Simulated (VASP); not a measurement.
# Ge6Cl in VASP: further runs

The runs below take Ge6Cl through single point, with PBE.

Everything below comes from runs of VASP 6.6.1. Logs are shortened: lines on timing, memory, paths and dates and some standing lists are left out, and cuts for length are marked.

## 1. The cell of the first run

The cell holds a slab with vacuum, 7 atoms: a = 4.074 Å, b = 5.762 Å, c = 19.524 Å, α = 90.00°, β = 90.00°, γ = 90.00°.

## 2. Single point, PBE

INCAR reads:

```
SYSTEM = Ge6Cl
ALGO = Normal ; DIPOL = 0.5 0.5 0.333
EDIFF = 1E-7 ; ENCUT = 520
GGA = PE ; IDIPOL = 3
ISIF = 2 ; ISMEAR = 0
LASPH = .True. ; LCHARG = .False.
LDIPOL = .True. ; LREAL = .False.
LWAVE = .False. ; NBANDS = 54
NELM = 100 ; PREC = Accurate
SIGMA = 0.1
```

KPOINTS reads:

```
k-points
0
Gamma
  7 5 1
  0 0 0
```

POSCAR reads:

```
Ge6Cl
1.0
    4.0740542216      0.0000000000      0.0000000000
    0.0000000000      5.7615827340      0.0000000000
    0.0000000000      0.0000000000     19.5242196567
Ge Cl
6 1
Direct
    0.5000000000      0.0000000000      0.2048737450
    0.0000000000      0.2500000000      0.2048737450
    0.0000000000      0.5005156580      0.3087424243
    0.5000000000      0.7494843420      0.3087424243
    0.5000000000      0.0069199668      0.4109879830
    0.0000000000      0.2430800332      0.4109879830
    0.5000000000      0.5069199668      0.4813309698
```

Potentials or basis: VASP PAW PBE potentials, release 64 (Ge_d, Cl).

Started as:

```sh
$ cat potpaw_PBE.64/Ge_d/POTCAR potpaw_PBE.64/Cl/POTCAR > POTCAR
$ mpirun -np 1 vasp_std > vasp.out
```

OUTCAR:

```text
SYSTEM = Ge6Cl
   EDIFF = 1E-7
   ENCUT = 520
   GGA = PE
   ISIF = 2
   ISMEAR = 0
   LASPH = .True.
   LREAL = .False.
   NELM = 100
   PREC = Accurate

 ion  position               nearest neighbor table
   1  0.500  0.000  0.205-   4 2.49   2 2.49   2 2.49
   2  0.000  0.250  0.205-   3 2.49   1 2.49   1 2.49
   3  0.000  0.501  0.309-   6 2.49   2 2.49   4 2.49   4 2.49
   4  0.500  0.749  0.309-   5 2.49   1 2.49   3 2.49   3 2.49
   5  0.500  0.007  0.411-   6 2.45   6 2.45   4 2.49
   6  0.000  0.243  0.411-   5 2.45   5 2.45   3 2.49
   7  0.500  0.507  0.481-

  LATTYP: Found a simple orthorhombic cell.
 ALAT       =     4.0740542216
 B/A-ratio  =     1.4142135624
 C/A-ratio  =     4.7923318136

  Lattice vectors:

 A1 = (   4.0740542216,   0.0000000000,   0.0000000000)
 A2 = (   0.0000000000,   5.7615827340,   0.0000000000)
 A3 = (   0.0000000000,   0.0000000000,  19.5242196567)

Analysis of symmetry for initial positions (statically):
=====================================================================
 Subroutine PRICEL returns:
 Original cell was already a primitive cell.

 Routine SETGRP: Setting up the symmetry group for a
 simple orthorhombic supercell.

 Subroutine GETGRP returns: Found  2 space group operations
 (whereof  2 operations were pure point group operations)
 out of a pool of  8 trial point group operations.

The static configuration has the point symmetry C_1h.

Analysis of symmetry for dynamics (positions and initial velocities):
=====================================================================
 Subroutine PRICEL returns:
 Original cell was already a primitive cell.

 Routine SETGRP: Setting up the symmetry group for a
 simple orthorhombic supercell.

 Subroutine GETGRP returns: Found  2 space group operations
 (whereof  2 operations were pure point group operations)
 out of a pool of  8 trial point group operations.

The dynamic configuration has the point symmetry C_1h.

 Subroutine INISYM returns: Found  2 space group operations
 (whereof  2 operations are pure point group operations),
 and found     1 'primitive' translations

----------------------------------------------------------------------------------------

                                     Primitive cell

  volume of cell :     458.2920

  direct lattice vectors                    reciprocal lattice vectors
     4.074054222  0.000000000  0.000000000     0.245455742  0.000000000  0.000000000
     0.000000000  5.761582734  0.000000000     0.000000000  0.173563419  0.000000000
     0.000000000  0.000000000 19.524219657     0.000000000  0.000000000  0.051218436

  length of vectors
     4.074054222  5.761582734 19.524219657     0.245455742  0.173563419  0.051218436

  position of ions in fractional coordinates (direct lattice)
     0.500000000  0.000000000  0.204873745
     0.000000000  0.250000000  0.204873745
     0.000000000  0.500515658  0.308742424
     0.500000000  0.749484342  0.308742424
     0.500000000  0.006919967  0.410987983
     0.000000000  0.243080033  0.410987983
     0.500000000  0.506919967  0.481330970

  ion indices of the primitive-cell ions
   primitive index   ion index
                 1           1
                 2           2
                 3           3
                 4           4
                 5           5
                 6           6
                 7           7

----------------------------------------------------------------------------------------

 KPOINTS: k-points

Automatic generation of k-mesh.
 Grid dimensions read from file:
 generate k-points for:    7    5    1

 Generating k-lattice:

  Cartesian coordinates                     Fractional coordinates (reciprocal lattice)
     0.035065106  0.000000000  0.000000000     0.142857143  0.000000000  0.000000000
     0.000000000  0.034712684  0.000000000     0.000000000  0.200000000  0.000000000
     0.000000000  0.000000000  0.051218436     0.000000000  0.000000000  1.000000000

  Length of vectors
     0.035065106  0.034712684  0.051218436

  Shift w.r.t. Gamma in fractional coordinates (k-lattice)
     0.000000000  0.000000000  0.000000000

 Subroutine IBZKPT returns following result:
 ===========================================

 Found     12 irreducible k-points:

 Following reciprocal coordinates:
            Coordinates               Weight
  0.000000  0.000000  0.000000      1.000000
  0.142857  0.000000  0.000000      2.000000
  0.285714  0.000000  0.000000      2.000000
  0.428571  0.000000  0.000000      2.000000
  0.000000  0.200000  0.000000      2.000000
  0.142857  0.200000  0.000000      4.000000
  0.285714  0.200000  0.000000      4.000000
  0.428571  0.200000  0.000000      4.000000
  0.000000  0.400000  0.000000      2.000000
  0.142857  0.400000  0.000000      4.000000
  0.285714  0.400000  0.000000      4.000000
  0.428571  0.400000  0.000000      4.000000
   k-points           NKPTS =     12   k-points in BZ     NKDIM =     12   number of bands    NBANDS=     54
   number of dos      NEDOS =    301   number of ions     NIONS =      7
   total plane-waves  NPLWV = 216000
   dimension x,y,z NGX =    30 NGY =   48 NGZ =  150
   dimension x,y,z NGXF=    60 NGYF=   96 NGZF=  300
   ions per type =               6   1
   NGX,Y,Z   is equivalent  to a cutoff of  12.24, 13.85, 12.77 a.u.
   NGXF,Y,Z  is equivalent  to a cutoff of  24.48, 27.70, 25.54 a.u.
 SYSTEM =  Ge6Cl
   PREC   = accura    normal or accurate (medium, high low for compatibility)
   ISTART =      0    job   : 0-new  1-cont  2-samecut
   ICHARG =      2    charge: 1-file 2-atom 10-const
   ISPIN  =      1    spin polarized calculation?
   LNONCOLLINEAR =      F non collinear calculations
   LSORBIT =      F    spin-orbit coupling
   LASPH  =      T    aspherical Exc in radial PAW
   ENCUT  =  520.0 eV  38.22 Ry    6.18 a.u.   7.58 10.71 36.30*2*pi/ulx,y,z
   NELM   =    100;   NELMIN=  2; NELMDL= -5     # of ELM steps
   EDIFF  = 0.1E-06   stopping-criterion for ELM
   LREAL  =      F    real-space projection
   EDIFFG = 0.1E-05   stopping-criterion for IOM
   NSW    =      0    number of steps for IOM
   IBRION =     -1    ionic relax: 0-MD 1-quasi-New 2-CG
   NFREE  =      0    steps in history (QN), initial steepest desc. (CG)
   ISIF   =      2    stress and relaxation
   ISYM   =      2    0-nonsym 1-usesym 2-fastsym
   POTIM  = 0.5000    time-step for ionic-motion
   TEBEG  =    0.0;   TEEND  =   0.0 temperature during run
   PSTRESS=    0.0 pullay stress
   NELECT =      91.0000    total number of electrons
   NUPDOWN=      -1.0000    fix difference up-down
   EMIN   =  10.00;   EMAX   =-10.00  energy-range for DOS
   EFERMI =   0.00;   METHOD = LEGACY
   ISMEAR =     0;   SIGMA  =   0.10  broadening in eV -4-tet -1-fermi 0-gaus
   EFERMI_NEDOS =   21; number of points for ismear=-14 and -15
   IALGO  =     38    algorithm
   IMIX   =      4    mixing-type and parameters
     AMIX     =   0.40;   BMIX     =  1.00
     AMIX_MAG =   1.60;   BMIX_MAG =  1.00
  volume/ion in A,a.u.               =      65.47       441.82
  Fermi-wavevector in a.u.,A,eV,Ry     =   0.955083  1.804846 12.411015  0.912184
  Thomas-Fermi vector in A             =   2.083889
   LORBIT       =      0    0 simple, 1 ext, 2 COOP (PROOUT), +10 PAW based schemes
   GGA     = PE    functional components
   LHFCALC =     F    Hartree Fock is set to
   AEXX    =    0.0000 exact exchange contribution
   IVDW    =     0    specifies the selected vdW correction
   LEPSILON=     F    determine dielectric tensor
   LRPA    =     F    only Hartree local field effects (RPA)
 non-spin polarized calculation
 Gauss-broadening in eV      SIGMA  =   0.10
  energy-cutoff  :      520.00
  volume of cell :      458.29
 maximum number of plane-waves:     12387
   NGX = 15   NGY = 21   NGZ = 73

 dipolmoment           0.000000      0.000000     -0.039987 electrons x Angstroem

 number of electron      90.9999936 magnetization

 dipolmoment           0.000000      0.000000      0.154711 electrons x Angstroem

 Free energy of the ion-electron system (eV)
  ---------------------------------------------------
  ext. energy  EPLUGINS =         0.00000000
  ---------------------------------------------------
  free energy    TOTEN  =       -26.85514290 eV

  energy without entropy =      -26.82967757  energy(sigma->0) =      -26.84241023

 E-fermi :  -1.9114     XC(G=0):  -4.1962

 val. band max:       -1.9167364041   @ k =   0.2857   0.0000   0.0000
 cond. band min:      -1.8993978532   @ k =   0.1429   0.0000   0.0000
 fundamental gap:      0.0173385508
 Fermi energy:        -1.9113887139

 k-point     1 :       0.0000    0.0000    0.0000
  band No.  band energies     occupation
      1     -26.7991      2.00000
      2     -26.7955      2.00000
      3     -26.7822      2.00000
      4     -26.7057      2.00000
      5     -26.7044      2.00000
      6     -26.6083      2.00000
[... 46 lines left out ...]
     53       1.6402      0.00000
     54       2.5040      0.00000

 k-point     2 :       0.1429    0.0000    0.0000
  band No.  band energies     occupation
      1     -26.8024      2.00000
      2     -26.7943      2.00000
      3     -26.7817      2.00000
      4     -26.7137      2.00000
      5     -26.6968      2.00000
      6     -26.6056      2.00000
[... 46 lines left out ...]
     53       1.8190      0.00000
     54       1.9966      0.00000
[... 511 lines left out ...]
     53       3.0490      0.00000
     54       3.3955      0.00000

 k-point    12 :       0.4286    0.4000    0.0000
  band No.  band energies     occupation
      1     -26.8079      2.00000
      2     -26.7883      2.00000
      3     -26.7812      2.00000
      4     -26.7173      2.00000
      5     -26.7086      2.00000
      6     -26.5976      2.00000
[... 46 lines left out ...]
     53       2.8686      0.00000
     54       3.3421      0.00000

------------------------ aborting loop because EDIFF is reached ----------------------------------------

 vacuum level on the upper side and lower side of the slab       (xc-potential included)         0.548        -0.629

  FORCE on cell =-STRESS in cart. coord.  units (eV):
  Direction    XX          YY          ZZ          XY          YZ          ZX
  --------------------------------------------------------------------------------------
  -------------------------------------------------------------------------------------
  Total        0.8866529     -0.1501958      0.4855925      0.0000000     -0.1985766      0.0000000
  in kB        3.0997163     -0.5250807      1.6976192      0.0000000     -0.6942189      0.0000000
  external PRESSURE =       1.4240849 kB  Pullay stress =       0.0000000 kB

 VOLUME and BASIS-vectors are now :
 -----------------------------------------------------------------------------
  energy-cutoff  :      520.00
  volume of cell :      458.29
      direct lattice vectors                 reciprocal lattice vectors
     4.074054222  0.000000000  0.000000000     0.245455742  0.000000000  0.000000000
     0.000000000  5.761582734  0.000000000     0.000000000  0.173563419  0.000000000
     0.000000000  0.000000000 19.524219657     0.000000000  0.000000000  0.051218436

 POSITION                                       TOTAL-FORCE (eV/Angst)
 -----------------------------------------------------------------------------------
      2.03703      0.00000      4.00000         0.000000      0.324030      0.111579
      0.00000      1.44040      4.00000         0.000000     -0.180453     -0.157706
      0.00000      2.88376      6.02795         0.000000     -0.171411     -0.267096
      2.03703      4.31822      6.02795         0.000000      0.126830      0.098242
      2.03703      0.03987      8.02422         0.000000     -0.808243     -0.098151
      0.00000      1.40053      8.02422         0.000000      0.497221      0.307086
      2.03703      2.92066      9.39761         0.000000      0.212025      0.006046
 -----------------------------------------------------------------------------------
    total drift:                                0.000000      0.000169     -0.000533

  FREE ENERGIE OF THE ION-ELECTRON SYSTEM (eV)
  ---------------------------------------------------
  free  energy   TOTEN  =       -26.8551428966 eV

  energy  without entropy=      -26.8296775688  energy(sigma->0) =      -26.84241023

 vacuum level on the upper side and lower side of the slab         3.893         2.684
```

It took 6 min on 1 thread of Intel Xeon 6975P-C (Granite Rapids), shared host; peak memory 0.62 GiB.

Results:

| Item | Value |
| --- | --- |
| Free energy | -26.8551 eV |
| Largest force | 0.814 eV/Å |
| Band gap on the k mesh | zero (an odd number of electrons rules out a gap without spin polarisation) |

Forces in eV/Å, atoms in the order of the input:
```
Ge   0.000  0.324  0.112
Ge   0.000 -0.180 -0.158
Ge   0.000 -0.171 -0.267
Ge   0.000  0.127  0.098
Ge   0.000 -0.808 -0.098
Ge   0.000  0.497  0.307
Cl   0.000  0.212  0.006
```

Caveat: an odd number of electrons without spin polarisation forces a metal; a magnetic or distorted state may lie lower.

(Part 1 of 2 ends here.)
